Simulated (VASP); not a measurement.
# CdS (Hawleyite) (F-43m) in VASP: settings compared

Aim: see how the results for CdS (Hawleyite) move with the level of theory and the settings. Levels: PBE+D3(BJ), RPBE+D3(BJ). Tasks: single point, relaxation of cell and atoms.

All numbers are computed with VASP 6.6.1; they aren't measurements. Logs are shortened: lines on timing, memory, paths and dates and some standing lists are left out, and cuts for length are marked.

### 1 The cell of the first run

The structure is cubic, space group F-43m (No. 216). The conventional cell has a = 5.853 Å, b = 5.853 Å, c = 5.853 Å, α = 90.00°, β = 90.00°, γ = 90.00°. Within 3.3 Å of Cd (site symmetry -43m) lie 4 S at 2.53 Å. Within 3.3 Å of S (site symmetry -43m) lie 4 Cd at 2.53 Å.

### 2 Single point, PBE+D3(BJ)

Input file INCAR:

```
SYSTEM = CdS
  PREC = Accurate
  ENCUT = 520
  EDIFF = 1E-6
  ISMEAR = -1
  SIGMA = 0.05
  LREAL = .False.
  LASPH = .True.
  NELM = 80
  ALGO = Normal
  ISIF = 2
  LWAVE = .False.
  LCHARG = .False.
  GGA = PE
  IVDW = 12
  NBANDS = 16
```

Input file KPOINTS:

```
Automatic mesh
0
Gamma
  8 8 8
  0 0 0
```

Input file POSCAR:

```
CdS
1.0
    0.0000000000      2.9266022203      2.9266022203
    2.9266022203      0.0000000000      2.9266022203
    2.9266022203      2.9266022203      0.0000000000
Cd S
1 1
Direct
    0.0000000000      0.0000000000      0.0000000000
    0.7500000000      0.7500000000      0.7500000000
```

Potentials or basis: VASP PAW PBE potentials, release 64 (Cd, S).

On the command line:

```bash
> cat potpaw_PBE.64/Cd/POTCAR potpaw_PBE.64/S/POTCAR > POTCAR
> mpirun -np 1 vasp_std > vasp.out
```

OUTCAR:

```text
SYSTEM = CdS
   PREC = Accurate
   ENCUT = 520
   EDIFF = 1E-6
   ISMEAR = -1
   LREAL = .False.
   LASPH = .True.
   NELM = 80
   ISIF = 2
   GGA = PE
   IVDW = 12
 IVDW          = 12

 ion  position               nearest neighbor table
   1  0.000  0.000  0.000-   2 2.53   2 2.53   2 2.53   2 2.53
   2  0.750  0.750  0.750-   1 2.53   1 2.53   1 2.53   1 2.53

  LATTYP: Found a face centered cubic cell.
 ALAT       =     5.8532044406

  Lattice vectors:

 A1 = (   0.0000000000,   2.9266022203,   2.9266022203)
 A2 = (   2.9266022203,   0.0000000000,   2.9266022203)
 A3 = (   2.9266022203,   2.9266022203,   0.0000000000)

Analysis of symmetry for initial positions (statically):
=====================================================================
 Subroutine PRICEL returns:
 Original cell was already a primitive cell.

 Routine SETGRP: Setting up the symmetry group for a
 face centered cubic supercell.

 Subroutine GETGRP returns: Found 24 space group operations
 (whereof 24 operations were pure point group operations)
 out of a pool of 48 trial point group operations.

The static configuration has the point symmetry T_d .

Analysis of symmetry for dynamics (positions and initial velocities):
=====================================================================
 Subroutine PRICEL returns:
 Original cell was already a primitive cell.

 Routine SETGRP: Setting up the symmetry group for a
 face centered cubic supercell.

 Subroutine GETGRP returns: Found 24 space group operations
 (whereof 24 operations were pure point group operations)
 out of a pool of 48 trial point group operations.

The dynamic configuration has the point symmetry T_d .

 Subroutine INISYM returns: Found 24 space group operations
 (whereof 24 operations are pure point group operations),
 and found     1 'primitive' translations

----------------------------------------------------------------------------------------

                                     Primitive cell

  volume of cell :      50.1327

  direct lattice vectors                    reciprocal lattice vectors
     0.000000000  2.926602220  2.926602220    -0.170846587  0.170846587  0.170846587
     2.926602220  0.000000000  2.926602220     0.170846587 -0.170846587  0.170846587
     2.926602220  2.926602220  0.000000000     0.170846587  0.170846587 -0.170846587

  length of vectors
     4.138840552  4.138840552  4.138840552     0.295914968  0.295914968  0.295914968

  position of ions in fractional coordinates (direct lattice)
     0.000000000  0.000000000  0.000000000
     0.750000000  0.750000000  0.750000000

  ion indices of the primitive-cell ions
   primitive index   ion index
                 1           1
                 2           2

----------------------------------------------------------------------------------------

 KPOINTS: Automatic mesh

Automatic generation of k-mesh.
 Grid dimensions read from file:
 generate k-points for:    8    8    8

 Generating k-lattice:

  Cartesian coordinates                     Fractional coordinates (reciprocal lattice)
    -0.021355823  0.021355823  0.021355823     0.125000000  0.000000000  0.000000000
     0.021355823 -0.021355823  0.021355823     0.000000000  0.125000000  0.000000000
     0.021355823  0.021355823 -0.021355823     0.000000000  0.000000000  0.125000000

  Length of vectors
     0.036989371  0.036989371  0.036989371

  Shift w.r.t. Gamma in fractional coordinates (k-lattice)
     0.000000000  0.000000000  0.000000000

 Subroutine IBZKPT returns following result:
 ===========================================

 Found     29 irreducible k-points:

 Following reciprocal coordinates:
            Coordinates               Weight
  0.000000  0.000000  0.000000      1.000000
  0.125000  0.000000  0.000000      8.000000
  0.250000  0.000000  0.000000      8.000000
  0.375000  0.000000  0.000000      8.000000
  0.500000  0.000000  0.000000      4.000000
  0.125000  0.125000  0.000000      6.000000
[... 16 lines left out ...]
  0.500000  0.250000  0.125000     48.000000
 -0.375000  0.250000  0.125000     24.000000
 [... further k-points ...]
   k-points           NKPTS =     29   k-points in BZ     NKDIM =     29   number of bands    NBANDS=     16
   number of dos      NEDOS =    301   number of ions     NIONS =      2
   total plane-waves  NPLWV =  32768
   dimension x,y,z NGX =    32 NGY =   32 NGZ =   32
   dimension x,y,z NGXF=    64 NGYF=   64 NGZF=   64
   ions per type =               1   1
   NGX,Y,Z   is equivalent  to a cutoff of  12.85, 12.85, 12.85 a.u.
   NGXF,Y,Z  is equivalent  to a cutoff of  25.71, 25.71, 25.71 a.u.
 SYSTEM =  CdS
   PREC   = accura    normal or accurate (medium, high low for compatibility)
   ISTART =      0    job   : 0-new  1-cont  2-samecut
   ICHARG =      2    charge: 1-file 2-atom 10-const
   ISPIN  =      1    spin polarized calculation?
   LNONCOLLINEAR =      F non collinear calculations
   LSORBIT =      F    spin-orbit coupling
   LASPH  =      T    aspherical Exc in radial PAW
   ENCUT  =  520.0 eV  38.22 Ry    6.18 a.u.   7.70  7.70  7.70*2*pi/ulx,y,z
   NELM   =     80;   NELMIN=  2; NELMDL= -5     # of ELM steps
   EDIFF  = 0.1E-05   stopping-criterion for ELM
   LREAL  =      F    real-space projection
   EDIFFG = 0.1E-04   stopping-criterion for IOM
   NSW    =      0    number of steps for IOM
   IBRION =     -1    ionic relax: 0-MD 1-quasi-New 2-CG
   NFREE  =      0    steps in history (QN), initial steepest desc. (CG)
   ISIF   =      2    stress and relaxation
   ISYM   =      2    0-nonsym 1-usesym 2-fastsym
   POTIM  = 0.5000    time-step for ionic-motion
   TEBEG  =    0.0;   TEEND  =   0.0 temperature during run
   PSTRESS=    0.0 pullay stress
   NELECT =      18.0000    total number of electrons
   NUPDOWN=      -1.0000    fix difference up-down
   EMIN   =  10.00;   EMAX   =-10.00  energy-range for DOS
   EFERMI =   0.00;   METHOD = LEGACY
   ISMEAR =    -1;   SIGMA  =   0.05  broadening in eV -4-tet -1-fermi 0-gaus
   EFERMI_NEDOS =   21; number of points for ismear=-14 and -15
   IALGO  =     38    algorithm
   IMIX   =      4    mixing-type and parameters
     AMIX     =   0.40;   BMIX     =  1.00
     AMIX_MAG =   1.60;   BMIX_MAG =  1.00
  volume/ion in A,a.u.               =      25.07       169.16
[... 37 lines left out ...]
      4      -6.4651      2.00000
      5      -5.9993      2.00000
      6      -5.9993      2.00000
[... 8 lines left out ...]
     15      12.6907      0.00000
     16      12.6907      0.00000

 k-point     2 :       0.1250    0.0000    0.0000
  band No.  band energies     occupation
      1     -11.0200      2.00000
      2      -6.4432      2.00000
      3      -6.4432      2.00000
      4      -6.4117      2.00000
      5      -6.0003      2.00000
      6      -6.0003      2.00000
[... 8 lines left out ...]
     15      12.0973      0.00000
     16      13.1923      0.00000

 k-point     3 :       0.2500    0.0000    0.0000
  band No.  band energies     occupation
      1     -10.8727      2.00000
      2      -6.3957      2.00000
      3      -6.3957      2.00000
      4      -6.2218      2.00000
      5      -5.9950      2.00000
      6      -5.9950      2.00000
[... 8 lines left out ...]
     15      11.8625      0.00000
     16      12.5357      0.00000

 k-point     4 :       0.3750    0.0000    0.0000
  band No.  band energies     occupation
      1     -10.7255      2.00000
      2      -6.3591      2.00000
      3      -6.3591      2.00000
      4      -5.9756      2.00000
      5      -5.9756      2.00000
      6      -5.8758      2.00000
[... 8 lines left out ...]
     15      12.7112      0.00000
     16      12.7112      0.00000

 k-point     5 :       0.5000    0.0000    0.0000
  band No.  band energies     occupation
      1     -10.6650      2.00000
      2      -6.3479      2.00000
      3      -6.3479      2.00000
      4      -5.9626      2.00000
      5      -5.9626      2.00000
      6      -5.6284      2.00000
[... 8 lines left out ...]
     15      13.7533      0.00000
     16      13.7533      0.00000

 k-point     6 :       0.1250    0.1250    0.0000
  band No.  band energies     occupation
      1     -10.9999      2.00000
      2      -6.4221      2.00000
      3      -6.4221      2.00000
      4      -6.4216      2.00000
      5      -6.0148      2.00000
      6      -5.9870      2.00000
[... 8 lines left out ...]
     15      12.7927      0.00000
     16      13.8211      0.00000

 k-point     7 :       0.2500    0.1250    0.0000
  band No.  band energies     occupation
      1     -10.8818      2.00000
      2      -6.3924      2.00000
      3      -6.3711      2.00000
      4      -6.2844      2.00000
      5      -6.0173      2.00000
      6      -5.9749      2.00000
[... 8 lines left out ...]
     15      12.6713      0.00000
     16      13.9155      0.00000

 k-point     8 :       0.3750    0.1250    0.0000
  band No.  band energies     occupation
      1     -10.7353      2.00000
      2      -6.3550      2.00000
      3      -6.3285      2.00000
      4      -6.0717      2.00000
      5      -5.9606      2.00000
      6      -5.9129      2.00000
[... 8 lines left out ...]
     15      13.1930      0.00000
     16      13.3749      0.00000

 k-point     9 :       0.5000    0.1250    0.0000
  band No.  band energies     occupation
      1     -10.6469      2.00000
      2      -6.3361      2.00000
      3      -6.3148      2.00000
      4      -6.0023      2.00000
      5      -5.9593      2.00000
      6      -5.6178      2.00000
[... 8 lines left out ...]
     15      13.6110      0.00000
     16      13.7838      0.00000
[... 172 lines left out ...]
 k-point    19 :       0.5000    0.3750    0.0000
  band No.  band energies     occupation
      1     -10.5561      2.00000
      2      -6.2530      2.00000
      3      -6.1558      2.00000
      4      -6.1357      2.00000
      5      -5.9280      2.00000
      6      -5.5736      2.00000
[... 8 lines left out ...]
     15      13.8964      0.00000
     16      14.8511      0.00000

 k-point    20 :      -0.3750    0.3750    0.0000
  band No.  band energies     occupation
      1     -10.5487      2.00000
      2      -6.2716      2.00000
      3      -6.1807      2.00000
      4      -6.0857      2.00000
      5      -5.9558      2.00000
      6      -5.4369      2.00000
[... 8 lines left out ...]
     15      13.2199      0.00000
     16      15.4294      0.00000

 k-point    21 :       0.5000    0.5000    0.0000
  band No.  band energies     occupation
      1     -10.5366      2.00000
      2      -6.2545      2.00000
      3      -6.1260      2.00000
      4      -6.1260      2.00000
      5      -5.9147      2.00000
      6      -5.5646      2.00000
[... 8 lines left out ...]
     15      13.5883      0.00000
     16      14.6977      0.00000

 k-point    22 :       0.3750    0.2500    0.1250
  band No.  band energies     occupation
      1     -10.7646      2.00000
      2      -6.3447      2.00000
      3      -6.3193      2.00000
      4      -6.1573      2.00000
      5      -5.9913      2.00000
      6      -5.9397      2.00000
[... 8 lines left out ...]
     15      13.2138      0.00000
     16      15.0765      0.00000

 k-point    23 :       0.5000    0.2500    0.1250
  band No.  band energies     occupation
      1     -10.6489      2.00000
      2      -6.3099      2.00000
      3      -6.2848      2.00000
      4      -6.0623      2.00000
      5      -5.9665      2.00000
      6      -5.7122      2.00000
[... 8 lines left out ...]
     15      14.0103      0.00000
     16      14.2940      0.00000

 k-point    24 :      -0.3750    0.2500    0.1250
  band No.  band energies     occupation
      1     -10.6017      2.00000
      2      -6.3052      2.00000
      3      -6.2684      2.00000
      4      -6.0238      2.00000
      5      -5.9731      2.00000
      6      -5.5174      2.00000
[... 8 lines left out ...]
     15      13.5005      0.00000
     16      14.3628      0.00000

 [... further k-points ...]

------------------------ aborting loop because EDIFF is reached ----------------------------------------

 Edisp (eV)   -0.60616

 E8    (eV) :    -0.2469

  FORCE on cell =-STRESS in cart. coord.  units (eV):
  Direction    XX          YY          ZZ          XY          YZ          ZX
  --------------------------------------------------------------------------------------
  -------------------------------------------------------------------------------------
  Total       0.10394     0.10394     0.10394    -0.00000     0.00000    -0.00000
  in kB       3.32189     3.32189     3.32189    -0.00000     0.00000    -0.00000
  external pressure =        3.32 kB  Pullay stress =        0.00 kB

 VOLUME and BASIS-vectors are now :
 -----------------------------------------------------------------------------
  energy-cutoff  :      520.00
  volume of cell :       50.13
      direct lattice vectors                 reciprocal lattice vectors
     0.000000000  2.926602220  2.926602220    -0.170846587  0.170846587  0.170846587
     2.926602220  0.000000000  2.926602220     0.170846587 -0.170846587  0.170846587
     2.926602220  2.926602220  0.000000000     0.170846587  0.170846587 -0.170846587

 POSITION                                       TOTAL-FORCE (eV/Angst)
 -----------------------------------------------------------------------------------
      0.00000      0.00000      0.00000         0.000000     -0.000000      0.000000
      4.38990      4.38990      4.38990        -0.000000      0.000000     -0.000000
 -----------------------------------------------------------------------------------
    total drift:                                0.000000      0.000000      0.000000

  FREE ENERGIE OF THE ION-ELECTRON SYSTEM (eV)
  ---------------------------------------------------
  free  energy   TOTEN  =        -6.7367562933 eV

  energy  without entropy=       -6.7367561530  energy(sigma->0) =       -6.73675622
```

Run time: 22 s. Hardware: 1 thread of Intel Xeon Platinum 8259CL at 2.50GHz (Skylake/Cascade Lake), shared host; peak memory 0.19 GiB.

Results:

* Free energy: -6.7368 eV
* Pressure: 0.3 GPa
* Band gap on the k mesh: 1.13 eV, direct
* Dispersion energy per atom: -0.303 eV

A hybrid or GW would open this gap; PBE tends to underestimate it.

### 3 Relaxation of cell and atoms, RPBE+D3(BJ)

This run uses another cell than the first one, of 24.81 Å³/atom, 0.990 times its volume.

Input file INCAR:

```
  ALGO = Normal
  EDIFF = 1E-7
  EDIFFG = -0.01
  ENCUT = 600
  GGA = RP
  IBRION = 2
  ISIF = 3
  ISMEAR = -1
  IVDW = 12
  LASPH = True
  LCHARG = False
  LREAL = False
  LWAVE = False
  NELM = 100
  NSW = 80
  PREC = Accurate
  SIGMA = 0.05
```

Input file KPOINTS:

```
k-points
0
Gamma
  8 8 8
```

Input file POSCAR:

```
CdS
1.0
    0.0000000000      2.9165000000      2.9165000000
    2.9165000000      0.0000000000      2.9165000000
    2.9165000000      2.9165000000      0.0000000000
Cd S
1 1
Direct
    0.0000000000      0.0000000000      0.0000000000
    0.7500000000      0.7500000000      0.7500000000
```

Potentials or basis: VASP PAW PBE potentials, release 64 (Cd, S).

On the command line:

```bash
> cat potpaw_PBE.64/Cd/POTCAR potpaw_PBE.64/S/POTCAR > POTCAR
> mpirun -np 1 vasp_std > vasp.out
```

It took 62 s on 1 thread of Intel Xeon Platinum 8259CL at 2.50GHz (Skylake/Cascade Lake), shared host; peak memory 0.22 GiB.

It converged, with:

- Free energy: -7.8085 eV
- Relaxed volume: 23.46 Å³/atom
- Relaxed cell: a = 4.048 Å, b = 4.048 Å, c = 4.048 Å, α = 60.00°, β = 60.00°, γ = 60.00°
- Space group after relaxing (to 0.05 Å): F-43m (No. 216)
- Energy gained by relaxing: 15.2 meV/atom
- Ionic steps: 3
- Pressure after relaxing: 0.0 GPa
- Band gap on the k mesh: 1.45 eV, direct
- Dispersion energy per atom: -1.242 eV

Step by step:
```tsv
step	energy change (eV)	largest force (eV/Å)	pressure (GPa)	volume (Å³)
1	0.0000	0.0000	-3.42	49.62
2	-0.0256	0.0000	1.57	45.91
3	-0.0303	0.0000	0.00	46.91
```

Final structure:
```cif
data_structure
_symmetry_space_group_name_H-M 'P 1'
_symmetry_Int_Tables_number 1
_cell_length_a 4.0482
_cell_length_b 4.0482
_cell_length_c 4.0482
_cell_angle_alpha 60.000
_cell_angle_beta 60.000
_cell_angle_gamma 60.000
_cell_volume 46.91
loop_
_atom_site_label
_atom_site_type_symbol
_atom_site_fract_x
_atom_site_fract_y
_atom_site_fract_z
_atom_site_occupancy
Cd1 Cd 0.00000 0.00000 0.00000 1
S1 S 0.75000 0.75000 0.75000 1
```

Levels at points of the mesh, in eV from the valence-band top:
```tsv
k point	band 7	band 8	band 9	band 10	band 11	band 12
(0.00, 0.00, 0.00)	0.00	0.00	0.00	1.45	6.60	6.60
(0.50, 0.00, 0.00)	-4.70	-0.83	-0.83	3.23	7.08	7.08
(0.50, 0.50, 0.00)	-4.16	-2.06	-2.06	3.62	4.51	9.69
```

Caveat: the PAW data sets were made with another functional, which shifts forces and pressure a little.

### 4 Relaxation of cell and atoms, PBE+D3(BJ)

This run uses another cell than the first one, of 24.81 Å³/atom, 0.990 times its volume.

Input file INCAR:

```
SYSTEM = CdS
  PREC = Accurate
  ENCUT = 600
  EDIFF = 1E-6
  ISMEAR = -1
  SIGMA = 0.05
  LREAL = .False.
  LASPH = .True.
  NELM = 60
  ALGO = Normal
  ISIF = 3
  LWAVE = .False.
  LCHARG = .False.
  GGA = PE
  IVDW = 12
  IBRION = 2
  NSW = 80
  EDIFFG = -0.02
```

Input file KPOINTS:

```
Automatic mesh
0
Gamma
  8 8 8
  0 0 0
```

POSCAR is that of step 3.

On the command line:

```bash
> cat potpaw_PBE.64/Cd/POTCAR potpaw_PBE.64/S/POTCAR > POTCAR
> mpirun -np 1 vasp_std > vasp.out
```

Run time: 45 s. Hardware: 1 thread of Intel Xeon Platinum 8259CL at 2.50GHz (Skylake/Cascade Lake), shared host; peak memory 0.24 GiB.

It converged, with:

* Free energy: -6.7367 eV
* Relaxed volume: 25.19 Å³/atom
* Relaxed cell: a = 4.146 Å, b = 4.146 Å, c = 4.146 Å, α = 60.00°, β = 60.00°, γ = 60.00°
* Space group after relaxing (to 0.05 Å): F-43m (No. 216)
* Energy gained by relaxing: 1.1 meV/atom
* Ionic steps: 3
* Pressure after relaxing: 0.0 GPa
* Band gap on the k mesh: 1.12 eV, direct
* Dispersion energy per atom: -0.301 eV

The path:
| step | energy change (eV) | largest force (eV/Å) | pressure (GPa) | volume (Å³) |
| --- | --- | --- | --- | --- |
| 1 | 0.0000 | 0.0000 | 0.94 | 49.62 |
| 2 | -0.0019 | 0.0000 | -0.33 | 50.67 |
| 3 | -0.0022 | 0.0000 | 0.00 | 50.38 |

Final structure:
```
CELL_PARAMETERS angstrom
0.00000 2.93146 2.93146
2.93146 0.00000 2.93146
2.93146 2.93146 0.00000
ATOMIC_POSITIONS crystal
Cd 0.00000 0.00000 0.00000
S 0.75000 0.75000 0.75000
```

Levels at points of the mesh, in eV from the valence-band top:
```tsv
k point	band 6	band 7	band 8	band 9	band 10	band 11	band 12	band 13
(0.00, 0.00, 0.00)	-7.21	0.00	0.00	0.00	1.12	6.55	6.55	6.55
(0.50, 0.00, 0.00)	-6.85	-4.31	-0.73	-0.73	2.99	7.01	7.01	7.43
(0.50, 0.50, 0.00)	-6.78	-3.89	-1.83	-1.83	3.58	4.33	9.17	10.69
```

### 5 Overview

| task | level | cell | cutoff (eV) | gap on the mesh (eV) | pressure (GPa) | relaxed volume (Å³/atom) |
| --- | --- | --- | --- | --- | --- | --- |
| single point | PBE+D3(BJ) | a = 4.139 Å, angles 60.0°, 2 atoms | 520 | 1.13 | 0.3 | - |
| relaxation of cell and atoms | RPBE+D3(BJ) | relaxed from a = 4.125 Å, angles 60.0°, 2 atoms | 600 | 1.45 | 0.0 | 23.46 |
| relaxation of cell and atoms | PBE+D3(BJ) | relaxed from a = 4.125 Å, angles 60.0°, 2 atoms | 600 | 1.12 | 0.0 | 25.19 |

Alike in all rows: potentials or basis VASP PAW PBE potentials, release 64 (Cd, S); no spin polarisation; k mesh 8 × 8 × 8; smearing fermi-dirac 0.05 eV.

Caveats: the PAW data sets were made with another functional, which shifts forces and pressure a little (some runs).

Absolute energies hang on the potentials; compare differences alone.
